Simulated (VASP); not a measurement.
# BN: single point with r2SCAN

The system is BN.

```xyz
4
Lattice="2.4518 0.0000 0.0000 -1.2259 2.1233 0.0000 0.0000 0.0000 4.2269" Properties=species:S:1:pos:R:3 pbc="T T T"
B     1.2259    0.7078    4.2257
B     0.0000    1.4155    2.1123
N     1.2259    0.7078    2.6430
N     0.0000    1.4155    0.5295
```

This cell differs from its parent crystal: strain -0.040 along x and y, +0.000 along z.

```json
{"Program": "VASP 6.6.1", "Task": "single point", "Functional": "r2SCAN", "Potentials or basis": "VASP PAW PBE potentials, release 64 (B, N)", "Cutoff": "520 eV", "k mesh": "12 × 12 × 6", "Occupations": "gaussian, width 0.05 eV", "Spin": "no spin polarisation"}
```

```json
{
 "Pressure": "33.0 GPa",
 "Largest force": "0.121 eV/Å",
 "Band gap on the k mesh": "5.42 eV (least direct gap 8.26 eV)"
}
```

Forces in eV/Å, atoms in the order of the input:
```
B    0.000  0.000 -0.121
B    0.000  0.000 -0.121
N    0.000  0.000  0.121
N    0.000  0.000  0.121
```

Stress tensor (GPa, compression positive):
```
49.05  0.00  0.00
 0.00 49.05  0.00
 0.00  0.00  0.88
```

Levels at points of the mesh, in eV from the valence-band top:
```tsv
k point	band 5	band 6	band 7	band 8	band 9	band 10	band 11	band 12
(0.00, 0.00, 0.00)	-2.05	-0.54	0.00	0.00	8.26	9.76	9.76	12.01
(0.50, 0.00, 0.00)	-7.58	-5.34	-4.85	-2.54	7.98	8.46	12.01	13.06
(0.00, 0.00, 0.50)	-1.12	-1.12	-1.12	-1.12	11.33	11.33	11.33	11.33
(0.50, 0.00, 0.50)	-4.22	-4.22	-4.14	-4.14	7.23	7.23	11.03	11.03
```

It took 2.7 min on 1 thread of Intel Xeon 8259CL, on a shared host, peak memory 0.14 GiB.

Caveat: the cell differs from its parent crystal (strain -0.040 along x and y, +0.000 along z); the stress differs along the axes, from 1 to 49 GPa; the PAW data sets were made with another functional, which shifts forces and pressure a little. A k mesh can miss the band edges.
